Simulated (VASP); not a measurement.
Write the native input for VASP 6.6.1 that does the following.

| Property | Result |
| --- | --- |
| Task | single point |
| Functional | PBEsol |
| Potentials or basis | VASP PAW PBE potentials, release 64 (Al, N) |
| Cutoff | 520 eV |
| k mesh | 8 × 8 × 6 |
| Occupations | gaussian, width 0.01 eV |
| Spin | no spin polarisation |
| Dipole correction | no |
| Further INCAR settings | ALGO = Normal; EDIFF = 1e-06; NBANDS = 16 |

The structure of AlN lies in POSCAR:

```
AlN
1.0
    3.0826912323      0.0000000000      0.0000000000
   -1.5413456161      2.6696889192      0.0000000000
    0.0000000000      0.0000000000      5.0128117687
Al N
2 2
Direct
    0.3333333333      0.6666666667      0.0004725323
    0.6666666667      0.3333333333      0.5004725323
    0.3333333333      0.6666666667      0.3795274677
    0.6666666667      0.3333333333      0.8795274677
```

This cell differs from its parent crystal: in-plane strain -0.01, then relaxed in part.

These files were run (other wordings do the same):

INCAR

```
PREC     = Accurate       # precision mode
ENCUT    = 520            # plane-wave cutoff, eV
EDIFF    = 1E-6           # SCF threshold, eV
ISMEAR   = 0              # smearing method
SIGMA    = 0.01           # smearing width, eV
LREAL    = False          # projectors in reciprocal space
LASPH    = True           # aspherical terms in the spheres
NELM     = 80             # most SCF steps
ALGO     = Normal         # electronic algorithm
ISIF     = 2              # what is computed and relaxed
LWAVE    = False          # write WAVECAR
LCHARG   = False          # write CHGCAR
GGA      = PS             # functional
NBANDS   = 16             # bands
```

KPOINTS

```
regular mesh
0
Gamma
  8 8 6
```

Potentials or basis: VASP PAW PBE potentials, release 64 (Al, N).

Launch:

```sh
$ cat potpaw_PBE.64/Al/POTCAR potpaw_PBE.64/N/POTCAR > POTCAR
$ mpirun -np 1 vasp_std > vasp.out
```

It gave:

```yaml
Pressure: 3.1 GPa
Band_gap_on_the_k_mesh: 4.32 eV, direct
```

Caveat: the cell differs from its parent crystal (in-plane strain -0.01, then relaxed in part); the PAW data sets were made with another functional, which shifts forces and pressure a little.

Run time: 13 s on 1 thread of Intel Xeon 6975P-C, with other jobs on the host, peak memory 0.16 GiB.
